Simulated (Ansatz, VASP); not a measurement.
# PbSe: VASP beside Ansatz

```
CELL_PARAMETERS angstrom
0.00000 3.05123 3.05123
3.05123 0.00000 3.05123
3.05123 3.05123 0.00000
ATOMIC_POSITIONS crystal
Pb 0.00000 0.00000 0.00000
Se 0.50000 0.50000 0.50000
```

Alike in both runs: task single point; functional PBE; k mesh 7 × 7 × 7; no spin polarisation.

```csv
,VASP,Ansatz
version,VASP 6.6.1,Ansatz 0.2.0
potentials or method,"VASP PAW PBE potentials, release 64 (Pb_d, Se), cutoff 520 eV",PAW plane waves
occupations,"fermi-dirac, width 0.1 eV",fermi-dirac
valence electrons in the cell,20,30
```

|  | VASP | Ansatz | Ansatz less VASP |
| --- | --- | --- | --- |
| pressure (GPa) | 2.9 | 2.9 | +0.01 |

VASP's potentials hold 20 valence electrons a cell and Ansatz's 30, so a difference there can come from the potentials and not from the codes.

Neither program's run includes spin-orbit coupling.
